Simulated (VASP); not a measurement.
# Au (Fm-3m) in VASP: notebook, part 2 of 2

VASP 6.6.1.

**4. Single point, PBEsol (volume scaled by 0.88)**

INCAR

```
ALGO     = Normal         # electronic algorithm
EDIFF    = 1E-6           # SCF threshold, eV
ENCUT    = 520            # plane-wave cutoff, eV
GGA      = PS             # functional
ISIF     = 2              # what is computed and relaxed
ISMEAR   = -1             # smearing method
LASPH    = T              # aspherical terms in the spheres
LCHARG   = T              # write CHGCAR
LELF     = T              # ELF
LREAL    = F              # projectors in reciprocal space
LVHAR    = T            
LWAVE    = F              # write WAVECAR
NBANDS   = 12             # bands
NELM     = 100            # most SCF steps
PREC     = Accurate       # precision mode
SIGMA    = 0.08           # smearing width, eV
```

KPOINTS

```
k-points
0
Gamma
  18 18 18
```

POSCAR

```
Au
1.0
    0.0000000000      1.9566339239      1.9566339239
    1.9566339239      0.0000000000      1.9566339239
    1.9566339239      1.9566339239      0.0000000000
Au
1
Direct
    0.0000000000      0.0000000000      0.0000000000
```

Potentials or basis: VASP PAW PBE potentials, release 64 (Au).

On the command line:

```sh
$ cat potpaw_PBE.64/Au/POTCAR > POTCAR
$ mpirun -np 1 vasp_std > vasp.out
```

OUTCAR:

```text
EDIFF = 1E-6
   ENCUT = 520
   GGA = PS
   ISIF = 2
   ISMEAR = -1
   LASPH = T
   LREAL = F
   NELM = 100
   PREC = Accurate

 ion  position               nearest neighbor table
   1  0.000  0.000  0.000-

  LATTYP: Found a face centered cubic cell.
 ALAT       =     3.9132678478

  Lattice vectors:

 A1 = (   0.0000000000,   1.9566339239,   1.9566339239)
 A2 = (   1.9566339239,   0.0000000000,   1.9566339239)
 A3 = (   1.9566339239,   1.9566339239,   0.0000000000)

Analysis of symmetry for initial positions (statically):
[... 33 lines left out ...]
                                     Primitive cell

  volume of cell :      14.9816

  direct lattice vectors                    reciprocal lattice vectors
     0.000000000  1.956633924  1.956633924    -0.255540903  0.255540903  0.255540903
     1.956633924  0.000000000  1.956633924     0.255540903 -0.255540903  0.255540903
     1.956633924  1.956633924  0.000000000     0.255540903  0.255540903 -0.255540903

  length of vectors
     2.767098232  2.767098232  2.767098232     0.442609828  0.442609828  0.442609828

  position of ions in fractional coordinates (direct lattice)
     0.000000000  0.000000000  0.000000000

  ion indices of the primitive-cell ions
   primitive index   ion index
                 1           1

----------------------------------------------------------------------------------------

 KPOINTS: k-points

Automatic generation of k-mesh.
 Grid dimensions read from file:
 generate k-points for:   18   18   18

 Generating k-lattice:

  Cartesian coordinates                     Fractional coordinates (reciprocal lattice)
    -0.014196717  0.014196717  0.014196717     0.055555556  0.000000000  0.000000000
     0.014196717 -0.014196717  0.014196717     0.000000000  0.055555556  0.000000000
     0.014196717  0.014196717 -0.014196717     0.000000000  0.000000000  0.055555556

  Length of vectors
     0.024589435  0.024589435  0.024589435

  Shift w.r.t. Gamma in fractional coordinates (k-lattice)
     0.000000000  0.000000000  0.000000000

 Subroutine IBZKPT returns following result:
 ===========================================

 Found    195 irreducible k-points:

 Following reciprocal coordinates:
            Coordinates               Weight
  0.000000  0.000000  0.000000      1.000000
  0.055556  0.000000  0.000000      8.000000
  0.111111  0.000000  0.000000      8.000000
  0.166667  0.000000  0.000000      8.000000
  0.222222  0.000000  0.000000      8.000000
  0.277778  0.000000  0.000000      8.000000
[... 16 lines left out ...]
 -0.277778  0.055556  0.000000     24.000000
 -0.222222  0.055556  0.000000     24.000000
 [... further k-points ...]
   k-points           NKPTS =    195   k-points in BZ     NKDIM =    195   number of bands    NBANDS=     12
   number of dos      NEDOS =    301   number of ions     NIONS =      1
   total plane-waves  NPLWV =  13824
   dimension x,y,z NGX =    24 NGY =   24 NGZ =   24
   dimension x,y,z NGXF=    48 NGYF=   48 NGZF=   48
   ions per type =               1
   NGX,Y,Z   is equivalent  to a cutoff of  14.42, 14.42, 14.42 a.u.
   NGXF,Y,Z  is equivalent  to a cutoff of  28.84, 28.84, 28.84 a.u.
 SYSTEM =  unknown system
   PREC   = accura    normal or accurate (medium, high low for compatibility)
   ISTART =      0    job   : 0-new  1-cont  2-samecut
   ICHARG =      2    charge: 1-file 2-atom 10-const
   ISPIN  =      1    spin polarized calculation?
   LNONCOLLINEAR =      F non collinear calculations
   LSORBIT =      F    spin-orbit coupling
   LASPH  =      T    aspherical Exc in radial PAW
   ENCUT  =  520.0 eV  38.22 Ry    6.18 a.u.   5.14  5.14  5.14*2*pi/ulx,y,z
   NELM   =    100;   NELMIN=  2; NELMDL= -5     # of ELM steps
   EDIFF  = 0.1E-05   stopping-criterion for ELM
   LREAL  =      F    real-space projection
   EDIFFG = 0.1E-04   stopping-criterion for IOM
   NSW    =      0    number of steps for IOM
   IBRION =     -1    ionic relax: 0-MD 1-quasi-New 2-CG
   NFREE  =      0    steps in history (QN), initial steepest desc. (CG)
   ISIF   =      2    stress and relaxation
   ISYM   =      2    0-nonsym 1-usesym 2-fastsym
   POTIM  = 0.5000    time-step for ionic-motion
   TEBEG  =    0.0;   TEEND  =   0.0 temperature during run
   PSTRESS=    0.0 pullay stress
   NELECT =      11.0000    total number of electrons
   NUPDOWN=      -1.0000    fix difference up-down
   EMIN   =  10.00;   EMAX   =-10.00  energy-range for DOS
   EFERMI =   0.00;   METHOD = LEGACY
   ISMEAR =    -1;   SIGMA  =   0.08  broadening in eV -4-tet -1-fermi 0-gaus
   EFERMI_NEDOS =   21; number of points for ismear=-14 and -15
   IALGO  =     38    algorithm
   IMIX   =      4    mixing-type and parameters
     AMIX     =   0.40;   BMIX     =  1.00
     AMIX_MAG =   1.60;   BMIX_MAG =  1.00
  volume/ion in A,a.u.               =      14.98       101.10
  Fermi-wavevector in a.u.,A,eV,Ry     =   1.476906  2.790947 29.677721  2.181251
  Thomas-Fermi vector in A             =   2.591375
   LORBIT       =      0    0 simple, 1 ext, 2 COOP (PROOUT), +10 PAW based schemes
   GGA     = PS    functional components
   LHFCALC =     F    Hartree Fock is set to
   AEXX    =    0.0000 exact exchange contribution
   IVDW    =     0    specifies the selected vdW correction
   LEPSILON=     F    determine dielectric tensor
   LRPA    =     F    only Hartree local field effects (RPA)
 non-spin polarized calculation
  energy-cutoff  :      520.00
  volume of cell :       14.98
 maximum number of plane-waves:       419
 NGX is ok and might be reduce to    24
   NGX = 11   NGY = 11   NGZ = 11

 number of electron      10.9999999 magnetization

 Free energy of the ion-electron system (eV)
  ---------------------------------------------------
  ext. energy  EPLUGINS =         0.00000000
  ---------------------------------------------------
  free energy    TOTEN  =        -3.75203643 eV

  energy without entropy =       -3.74548476  energy(sigma->0) =       -3.74876060

 E-fermi :  11.6519     XC(G=0): -13.6589

 val. band max:       11.6446249968   @ k =   0.5000   0.1111   0.0000
 cond. band min:      11.6885302689   @ k =  -0.4444   0.1111   0.0556
 fundamental gap:      0.0439052721
 Fermi energy:        11.6518931757

 k-point     1 :       0.0000    0.0000    0.0000
  band No.  band energies     occupation
      1       0.2155      2.00000
      2       6.1477      2.00000
      3       6.1477      2.00000
      4       6.1477      2.00000
      5       8.0636      2.00000
      6       8.0636      2.00000
      7      25.8254      0.00000
      8      30.5708      0.00000
      9      30.5708      0.00000
     10      30.5708      0.00000
     11      35.8782      0.00000
     12      42.1810      0.00000

 k-point     2 :       0.0556    0.0000    0.0000
  band No.  band energies     occupation
      1       0.3374      2.00000
      2       6.1005      2.00000
      3       6.1936      2.00000
      4       6.1936      2.00000
      5       8.0401      2.00000
      6       8.0401      2.00000
      7      25.9975      0.00000
      8      29.8567      0.00000
      9      30.7429      0.00000
     10      30.7429      0.00000
     11      36.6060      0.00000
     12      40.6090      0.00000

 k-point     3 :       0.1111    0.0000    0.0000
  band No.  band energies     occupation
      1       0.6921      2.00000
      2       5.9801      2.00000
      3       6.3136      2.00000
      4       6.3136      2.00000
      5       7.9910      2.00000
      6       7.9910      2.00000
      7      26.4518      0.00000
      8      28.3594      0.00000
      9      31.2402      0.00000
     10      31.2402      0.00000
     11      37.0235      0.00000
     12      39.6416      0.00000
[... 286 lines left out ...]
 k-point    23 :      -0.2778    0.0556    0.0000
  band No.  band energies     occupation
      1       2.7395      2.00000
      2       6.1317      2.00000
      3       6.4324      2.00000
      4       6.4736      2.00000
      5       8.2716      2.00000
      6       8.9373      2.00000
      7      21.8100      0.00000
      8      26.9116      0.00000
      9      30.8669      0.00000
     10      33.7740      0.00000
     11      34.0459      0.00000
     12      35.8918      0.00000

 k-point    24 :      -0.2222    0.0556    0.0000
  band No.  band energies     occupation
      1       2.2134      2.00000
      2       5.7738      2.00000
      3       6.5147      2.00000
      4       6.5674      2.00000
      5       7.9180      2.00000
      6       8.5286      2.00000
      7      23.9748      0.00000
      8      27.3878      0.00000
      9      31.4439      0.00000
     10      33.2567      0.00000
     11      34.3748      0.00000
     12      35.9360      0.00000

 [... further k-points ...]
[... 5 lines left out ...]
  --------------------------------------------------------------------------------------
  -------------------------------------------------------------------------------------
  Total        2.9690216      2.9690216      2.9690216     -0.0000000     -0.0000000      0.0000000
  in kB      317.5156993    317.5156993    317.5156993     -0.0000000     -0.0000000      0.0000000
  external PRESSURE =     317.5156993 kB  Pullay stress =       0.0000000 kB

 VOLUME and BASIS-vectors are now :
 -----------------------------------------------------------------------------
  energy-cutoff  :      520.00
  volume of cell :       14.98
      direct lattice vectors                 reciprocal lattice vectors
     0.000000000  1.956633924  1.956633924    -0.255540903  0.255540903  0.255540903
     1.956633924  0.000000000  1.956633924     0.255540903 -0.255540903  0.255540903
     1.956633924  1.956633924  0.000000000     0.255540903  0.255540903 -0.255540903

 POSITION                                       TOTAL-FORCE (eV/Angst)
 -----------------------------------------------------------------------------------
      0.00000      0.00000      0.00000         0.000000     -0.000000      0.000000
 -----------------------------------------------------------------------------------
    total drift:                               -0.000000      0.000000     -0.000000

  FREE ENERGIE OF THE ION-ELECTRON SYSTEM (eV)
  ---------------------------------------------------
  free  energy   TOTEN  =        -3.7520364286 eV

  energy  without entropy=       -3.7454847645  energy(sigma->0) =       -3.74876060
```

Wall time 21 s (1 thread of Intel Xeon Platinum 8488C (Sapphire Rapids), shared host); peak memory 0.16 GiB.

Results:

```
Free energy : -3.7520 eV
Pressure    : 31.8 GPa
```

Caveat: the PAW data sets were made with another functional, which shifts forces and pressure a little; spin-orbit coupling is left out, which moves the levels of the heavy elements.
